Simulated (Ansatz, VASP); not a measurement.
## MoS2: VASP beside Ansatz

File INCAR:

```
  PREC = Accurate
  ENCUT = 600
  EDIFF = 1E-6
  ISMEAR = 0
  SIGMA = 0.02
  LREAL = F
  LASPH = T
  NELM = 100
  ALGO = Normal
  ISIF = 3
  LWAVE = F
  LCHARG = F
  GGA = PE
  IBRION = 2
  NSW = 100
  EDIFFG = -0.005
```

KPOINTS

```
Automatic mesh
0
Gamma
  12 12 2
```

POSCAR

```
MoS2
1.0
    3.1922379100      0.0000000000      0.0000000000
   -1.5961189600      2.7645591300      0.0000000000
    0.0000000000      0.0000000000     13.3782940000
Mo S
2 4
Direct
    0.6666666700      0.3333333300      0.2500000000
    0.3333333300      0.6666666700      0.7500000000
    0.6666666700      0.3333333300      0.6330820000
    0.3333333300      0.6666666700      0.3669180000
    0.6666666700      0.3333333300      0.8669180000
    0.3333333300      0.6666666700      0.1330820000
```

Input for Ansatz:

```yaml
crystal:
  lattice:
    - [3.19223791, 0.0, 0.0]
    - [-1.59611896, 2.76455913, 0.0]
    - [0.0, 0.0, 13.378294]
  atoms:
    - { symbol: Mo, position: [0.66666667, 0.33333333, 0.25] }
    - { symbol: Mo, position: [0.33333333, 0.66666667, 0.75] }
    - { symbol: S, position: [0.66666667, 0.33333333, 0.633082] }
    - { symbol: S, position: [0.33333333, 0.66666667, 0.366918] }
    - { symbol: S, position: [0.66666667, 0.33333333, 0.866918] }
    - { symbol: S, position: [0.33333333, 0.66666667, 0.133082] }
basis:
  ecutwfc: 420
kpoints:
  mp_grid: { grid: [12, 12, 2] }
hamiltonian:
  xc: pbe
scf:
  occupations: { method: gaussian, width: 0.02 }
output:
  forces: true
  stress: true
  eigenvalues: true
relax:
  adjacent_minimum: "off"
  f_tol: 0.005
  max_steps: 80
  cell: { stress_tol: 0.05 }
```

Alike in both runs: task relaxation of cell and atoms; functional PBE; k mesh 12 × 12 × 2; occupations gaussian, width 0.02 eV; no spin polarisation.

|  | VASP | Ansatz |
| --- | --- | --- |
| version | VASP 6.6.1 | Ansatz 0.2.0 |
| potentials or method | VASP PAW PBE potentials, release 64 (Mo_sv, S), cutoff 600 eV | scalar-relativistic, plane waves, PAW |
| valence electrons in the cell | 52 | 52 |

|  | VASP | Ansatz | Ansatz less VASP |
| --- | --- | --- | --- |
| gap on the k mesh at the Fermi level, each at its own relaxed structure (eV) | 1.39 | 1.45 | +0.056 |
| relaxed volume (Å³/atom) | 20.85 | 21.68 | +0.835 |
| relaxed cell length with the largest relative difference (Å) | 14.242 | 14.808 | +0.5664 |
